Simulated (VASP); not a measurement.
# Nb6HN6 in VASP: single point with PBE+D3(BJ)

Aim: the single point of Nb6HN6 with PBE+D3(BJ).

Everything below comes from runs of VASP 6.6.1. Logs are shortened: lines on timing, memory, paths and dates and some standing lists are left out, and cuts for length are marked.

## 1. The cell of the first run

The cell holds a slab with vacuum, 26 atoms: a = 6.201 Å, b = 6.201 Å, c = 24.473 Å, α = 90.00°, β = 90.00°, γ = 120.00°.

## 2. Single point, PBE+D3(BJ)

File INCAR:

```
SYSTEM = Nb6HN6
ALGO = Normal ; DIPOL = 0.5 0.5 0.473
EDIFF = 1E-6 ; ENCUT = 520
GGA = PE ; GGA_COMPAT = .FALSE.
IDIPOL = 3 ; ISIF = 2
ISMEAR = 0 ; IVDW = 12
LASPH = .TRUE. ; LCHARG = .FALSE.
LDIPOL = .TRUE. ; LREAL = .FALSE.
LWAVE = .FALSE. ; NBANDS = 128
NELM = 120 ; NELMDL = -8
PREC = Accurate ; SIGMA = 0.1
```

File KPOINTS:

```
k-points
0
G
  4 4 1
  0 0 0
```

File POSCAR:

```
Nb6HN6
1.0
    6.2011598392      0.0000000000      0.0000000000
   -3.1005799196      5.3703619537      0.0000000000
    0.0000000000      0.0000000000     24.4732322582
Nb N H
12 12 2
Direct
    0.1666666667      0.3333333333      0.3268877570
    0.1666666667      0.8333333333      0.3268877570
    0.6666666667      0.3333333333      0.3268877570
    0.6666666667      0.8333333333      0.3268877570
    0.5000000000      0.5000000000      0.4303319150
    0.5000000000      0.0000000000      0.4303319150
    0.0000000000      0.5000000000      0.4303319150
    0.0000000000      0.0000000000      0.4303319150
    0.8095581072      0.6562571900      0.5405367275
    0.8150161875      0.1547565483      0.5434255274
    0.3126253981      0.6574176793      0.5460156022
    0.3244812706      0.1636528716      0.5254239896
    0.3333333333      0.1666666667      0.3786098360
    0.3333333333      0.6666666667      0.3786098360
    0.8333333333      0.1666666667      0.3786098360
    0.8333333333      0.6666666667      0.3786098360
    0.6816190337      0.3375995851      0.4810258217
    0.6627376785      0.8332292881      0.4820826635
    0.1569466719      0.3442347802      0.4811689767
    0.1589863227      0.8140049847      0.4809693433
   -0.0139500635      0.4939696522      0.5786552858
   -0.0119355636     -0.0072074293      0.5736715653
    0.4896383188      0.4999857967      0.5765134360
    0.4898954312     -0.0082664934      0.5765485680
    0.1564050418      0.8624311549      0.6969313734
    0.1497408837      0.9244110621      0.6710748769
```

Potentials or basis: VASP PAW PBE potentials, release 64 (Nb_sv, N, H).

On the command line:

```bash
> cat potpaw_PBE.64/Nb_sv/POTCAR potpaw_PBE.64/N/POTCAR potpaw_PBE.64/H/POTCAR > POTCAR
> mpirun -np 1 vasp_std > vasp.out
```

OUTCAR:

```text
SYSTEM = Nb6HN6
   EDIFF = 1E-6
   ENCUT = 520
   GGA = PE
   ISIF = 2
   ISMEAR = 0
   IVDW = 12
   LASPH = .TRUE.
   LREAL = .FALSE.
   NELM = 120
   NELMDL = -8
   PREC = Accurate
 IVDW          = 12

 ion  position               nearest neighbor table
   1  0.167  0.333  0.327-  13 2.19  15 2.19  14 2.19
   2  0.167  0.833  0.327-  14 2.19  16 2.19  13 2.19
   3  0.667  0.333  0.327-  15 2.19  13 2.19  16 2.19
   4  0.667  0.833  0.327-  16 2.19  14 2.19  15 2.19
   5  0.500  0.500  0.430-  16 2.19  13 2.19  14 2.19  18 2.19  19 2.23  17 2.23  12 2.95
   6  0.500  0.000  0.430-  18 2.18  15 2.19  14 2.19  13 2.19  17 2.20  20 2.21  12 2.96
   7  0.000  0.500  0.430-  19 2.09  20 2.09  17 2.11  14 2.19  15 2.19  16 2.19
   8  0.000  0.000  0.430-  13 2.19  16 2.19  15 2.19  18 2.21  19 2.23  20 2.23  12 2.91
   9  0.810  0.656  0.541-  23 1.93  22 1.98  21 2.05  18 2.25  17 2.26  20 2.38
  10  0.815  0.155  0.543-  24 1.93  22 1.95  21 2.02  18 2.29  17 2.29  19 2.39
  11  0.313  0.657  0.546-  21 1.93  24 1.95  23 1.95  20 2.30  19 2.31
  12  0.324  0.164  0.525-  22 2.16  19 2.16  20 2.17  23 2.20  24 2.20  17 2.20   8 2.91   5 2.95
                             6 2.96
  13  0.333  0.167  0.379-   1 2.19   8 2.19   5 2.19   6 2.19   3 2.19   2 2.19
  14  0.333  0.667  0.379-   2 2.19   7 2.19   6 2.19   5 2.19   4 2.19   1 2.19
  15  0.833  0.167  0.379-   3 2.19   6 2.19   7 2.19   8 2.19   1 2.19   4 2.19
  16  0.833  0.667  0.379-   4 2.19   5 2.19   8 2.19   7 2.19   2 2.19   3 2.19
  17  0.682  0.338  0.481-   7 2.11   6 2.20  12 2.20   5 2.23   9 2.26  10 2.29
  18  0.663  0.833  0.482-   6 2.18   5 2.19   8 2.21   9 2.25  10 2.29
  19  0.157  0.344  0.481-   7 2.09  12 2.16   5 2.23   8 2.23  11 2.31  10 2.39
  20  0.159  0.814  0.481-   7 2.09  12 2.17   6 2.21   8 2.23  11 2.30   9 2.38
  21  0.986  0.494  0.579-  11 1.93  10 2.02   9 2.05
  22  0.988  0.993  0.574-  10 1.95   9 1.98  12 2.16
  23  0.490  0.500  0.577-   9 1.93  11 1.95  12 2.20
  24  0.490  0.992  0.577-  10 1.93  11 1.95  12 2.20
  25  0.156  0.862  0.697-  26 0.75
  26  0.150  0.924  0.671-  25 0.75

  LATTYP: Found a hexagonal cell.
 ALAT       =     6.2011598392
 C/A-ratio  =     3.9465572397

  Lattice vectors:

 A1 = (   6.2011598392,   0.0000000000,   0.0000000000)
 A2 = (  -3.1005799196,   5.3703619537,   0.0000000000)
 A3 = (   0.0000000000,   0.0000000000,  24.4732322582)

Analysis of symmetry for initial positions (statically):
=====================================================================
 Subroutine PRICEL returns:
 Original cell was already a primitive cell.

 Routine SETGRP: Setting up the symmetry group for a
 hexagonal supercell.

 Subroutine GETGRP returns: Found  1 space group operations
 (whereof  1 operations were pure point group operations)
 out of a pool of 24 trial point group operations.

The static configuration has the point symmetry C_1 .

Analysis of symmetry for dynamics (positions and initial velocities):
=====================================================================
 Subroutine PRICEL returns:
 Original cell was already a primitive cell.

 Routine SETGRP: Setting up the symmetry group for a
 hexagonal supercell.

 Subroutine GETGRP returns: Found  1 space group operations
 (whereof  1 operations were pure point group operations)
 out of a pool of 24 trial point group operations.

The dynamic configuration has the point symmetry C_1 .

 Subroutine INISYM returns: Found  1 space group operations
 (whereof  1 operations are pure point group operations),
 and found     1 'primitive' translations

----------------------------------------------------------------------------------------

                                     Primitive cell

  volume of cell :     815.0192

  direct lattice vectors                    reciprocal lattice vectors
     6.201159839  0.000000000  0.000000000     0.161260156  0.093103594  0.000000000
    -3.100579920  5.370361954  0.000000000     0.000000000  0.186207188  0.000000000
     0.000000000  0.000000000 24.473232258     0.000000000  0.000000000  0.040860970

  length of vectors
     6.201159839  6.201159839 24.473232258     0.186207188  0.186207188  0.040860970

  position of ions in fractional coordinates (direct lattice)
     0.166666667  0.333333333  0.326887757
     0.166666667  0.833333333  0.326887757
     0.666666667  0.333333333  0.326887757
     0.666666667  0.833333333  0.326887757
     0.500000000  0.500000000  0.430331915
[... 65 lines left out ...]

  Length of vectors
     0.046551797  0.046551797  0.040860970

  Shift w.r.t. Gamma in fractional coordinates (k-lattice)
     0.000000000  0.000000000  0.000000000

 Subroutine IBZKPT returns following result:
 ===========================================

 Found     10 irreducible k-points:

 Following reciprocal coordinates:
            Coordinates               Weight
  0.000000  0.000000  0.000000      1.000000
  0.250000  0.000000  0.000000      2.000000
  0.000000  0.250000  0.000000      2.000000
 -0.250000  0.250000  0.000000      2.000000
  0.500000  0.000000  0.000000      1.000000
  0.000000  0.500000  0.000000      1.000000
  0.500000  0.500000  0.000000      1.000000
  0.250000  0.250000  0.000000      2.000000
 -0.250000  0.500000  0.000000      2.000000
  0.500000  0.250000  0.000000      2.000000
   k-points           NKPTS =     10   k-points in BZ     NKDIM =     10   number of bands    NBANDS=    128
   number of dos      NEDOS =    301   number of ions     NIONS =     26
   total plane-waves  NPLWV = 442368
   dimension x,y,z NGX =    48 NGY =   48 NGZ =  192
   dimension x,y,z NGXF=    96 NGYF=   96 NGZF=  384
   ions per type =              12  12   2
   NGX,Y,Z   is equivalent  to a cutoff of  12.87, 12.87, 13.04 a.u.
   NGXF,Y,Z  is equivalent  to a cutoff of  25.74, 25.74, 26.09 a.u.
 SYSTEM =  Nb6HN6
   PREC   = accura    normal or accurate (medium, high low for compatibility)
   ISTART =      0    job   : 0-new  1-cont  2-samecut
   ICHARG =      2    charge: 1-file 2-atom 10-const
   ISPIN  =      1    spin polarized calculation?
   LNONCOLLINEAR =      F non collinear calculations
   LSORBIT =      F    spin-orbit coupling
   LASPH  =      T    aspherical Exc in radial PAW
   ENCUT  =  520.0 eV  38.22 Ry    6.18 a.u.  11.53 11.53 45.50*2*pi/ulx,y,z
   NELM   =    120;   NELMIN=  2; NELMDL= -8     # of ELM steps
   EDIFF  = 0.1E-05   stopping-criterion for ELM
   LREAL  =      F    real-space projection
   EDIFFG = 0.1E-04   stopping-criterion for IOM
   NSW    =      0    number of steps for IOM
   IBRION =     -1    ionic relax: 0-MD 1-quasi-New 2-CG
   NFREE  =      0    steps in history (QN), initial steepest desc. (CG)
   ISIF   =      2    stress and relaxation
   ISYM   =      2    0-nonsym 1-usesym 2-fastsym
   POTIM  = 0.5000    time-step for ionic-motion
   TEBEG  =    0.0;   TEEND  =   0.0 temperature during run
   PSTRESS=    0.0 pullay stress
   NELECT =     218.0000    total number of electrons
   NUPDOWN=      -1.0000    fix difference up-down
   EMIN   =  10.00;   EMAX   =-10.00  energy-range for DOS
   EFERMI =   0.00;   METHOD = LEGACY
   ISMEAR =     0;   SIGMA  =   0.10  broadening in eV -4-tet -1-fermi 0-gaus
   EFERMI_NEDOS =   21; number of points for ismear=-14 and -15
   IALGO  =     38    algorithm
   IMIX   =      4    mixing-type and parameters
     AMIX     =   0.40;   BMIX     =  1.00
     AMIX_MAG =   1.60;   BMIX_MAG =  1.00
  volume/ion in A,a.u.               =      31.35       211.54
  Fermi-wavevector in a.u.,A,eV,Ry     =   1.054802  1.993287 15.137949  1.112608
  Thomas-Fermi vector in A             =   2.189976
   LORBIT       =      0    0 simple, 1 ext, 2 COOP (PROOUT), +10 PAW based schemes
   GGA     = PE    functional components
   LHFCALC =     F    Hartree Fock is set to
   AEXX    =    0.0000 exact exchange contribution
   IVDW    =    12    specifies the selected vdW correction
   LEPSILON=     F    determine dielectric tensor
   LRPA    =     F    only Hartree local field effects (RPA)
 non-spin polarized calculation
 Gauss-broadening in eV      SIGMA  =   0.10
  energy-cutoff  :      520.00
  volume of cell :      815.02
 maximum number of plane-waves:     21979
 NGX is ok and might be reduce to    48
   NGX = 23   NGY = 23   NGZ = 91

 dipolmoment           0.000000      0.000000     -0.050755 electrons x Angstroem

 number of electron     218.0000005 magnetization

 dipolmoment           0.000000      0.000000      0.134902 electrons x Angstroem

 Free energy of the ion-electron system (eV)
  ---------------------------------------------------
  ext. energy  EPLUGINS =         0.00000000
  ---------------------------------------------------
  free energy    TOTEN  =      -243.66269851 eV

  energy without entropy =     -243.60528002  energy(sigma->0) =     -243.63398926

 E-fermi :   0.6848     XC(G=0):  -5.2257

 val. band max:        0.6684059903   @ k =   0.5000   0.5000   0.0000
 cond. band min:       0.7000462575   @ k =   0.0000   0.5000   0.0000
 fundamental gap:      0.0316402672
 Fermi energy:         0.6847746483

 k-point     1 :       0.0000    0.0000    0.0000
  band No.  band energies     occupation
      1     -55.8239      2.00000
      2     -55.6273      2.00000
      3     -55.5564      2.00000
      4     -55.5458      2.00000
      5     -55.5404      2.00000
      6     -55.4746      2.00000
[... 1229 lines left out ...]
    120       2.0036      0.00000
    121       2.0165      0.00000
 [bands above 121 left out]

------------------------ aborting loop because EDIFF is reached ----------------------------------------

 vacuum level on the upper side and lower side of the slab       (xc-potential included)         0.254        -0.424

 Edisp (eV)   -8.62778

 E8    (eV) :    -3.8650

  FORCE on cell =-STRESS in cart. coord.  units (eV):
  Direction    XX          YY          ZZ          XY          YZ          ZX
  --------------------------------------------------------------------------------------
  -------------------------------------------------------------------------------------
  Total      -5.71993    -6.53773    -3.00201     0.23479     0.27522     0.64077
  in kB     -11.24433   -12.85196    -5.90140     0.46156     0.54104     1.25963
  external pressure =      -10.00 kB  Pullay stress =        0.00 kB

 VOLUME and BASIS-vectors are now :
 -----------------------------------------------------------------------------
  energy-cutoff  :      520.00
  volume of cell :      815.02
      direct lattice vectors                 reciprocal lattice vectors
     6.201159839  0.000000000  0.000000000     0.161260156  0.093103594  0.000000000
    -3.100579920  5.370361954  0.000000000     0.000000000  0.186207188  0.000000000
     0.000000000  0.000000000 24.473232258     0.000000000  0.000000000  0.040860970

 POSITION                                       TOTAL-FORCE (eV/Angst)
 -----------------------------------------------------------------------------------
      0.00000      1.79012      8.00000        -0.017646     -0.081685      0.912602
     -1.55029      4.47530      8.00000        -0.078837      0.043749      0.918419
      3.10058      1.79012      8.00000        -0.079643     -0.034885      0.979502
      1.55029      4.47530      8.00000        -0.110768     -0.035932      0.407277
      1.55029      2.68518     10.53161         0.153075     -0.913645      0.604210
      3.10058      0.00000     10.53161        -0.627471      0.612756      0.477453
[... 18 lines left out ...]
     -1.70414      4.63157     17.05616        -0.013866      0.020909     -0.039570
     -1.93764      4.96442     16.42337         0.013578     -0.020544      0.043782
 -----------------------------------------------------------------------------------
    total drift:                               -0.000126      0.000332      0.001013

  FREE ENERGIE OF THE ION-ELECTRON SYSTEM (eV)
  ---------------------------------------------------
  free  energy   TOTEN  =      -252.2904771325 eV

  energy  without entropy=     -252.2330586485  energy(sigma->0) =     -252.26176789

 vacuum level on the upper side and lower side of the slab         6.229         5.567
```

It took 1.6 h on 1 thread of Oxide Virtual Turin-like, shared host; peak memory 1.3 GiB.

Results:

- Free energy: -252.2905 eV
- Largest force: 1.488 eV/Å
- Band gap on the k mesh: zero (bands 109 and 110 overlap by 0.11 eV)
- Dispersion energy per atom: -0.332 eV

Forces in eV/Å, atoms in the order of the input:
```
Nb  -0.018 -0.082  0.913
Nb  -0.079  0.044  0.918
Nb  -0.080 -0.035  0.980
Nb  -0.111 -0.036  0.407
Nb   0.153 -0.914  0.604
Nb  -0.627  0.613  0.477
Nb  -0.009 -0.077 -0.184
Nb   0.721  0.453  0.442
Nb   0.018  0.008  0.022
Nb   0.006  0.028 -0.018
Nb   0.011 -0.006  0.001
Nb   0.000  0.008  0.001
N    0.014 -0.023 -1.488
N   -0.105 -0.019 -0.940
N    0.026  0.112 -1.052
N    0.118 -0.045 -1.021
N   -0.001 -0.005 -0.003
N   -0.006  0.002 -0.002
N   -0.006 -0.004 -0.010
N   -0.002  0.003 -0.007
N   -0.011 -0.006 -0.017
N    0.002 -0.013 -0.011
N   -0.009 -0.004 -0.018
N   -0.005 -0.001  0.002
H   -0.014  0.021 -0.040
H    0.014 -0.021  0.044
```

The gap in the log of VASP goes by the Fermi energy; the results here count the filled bands.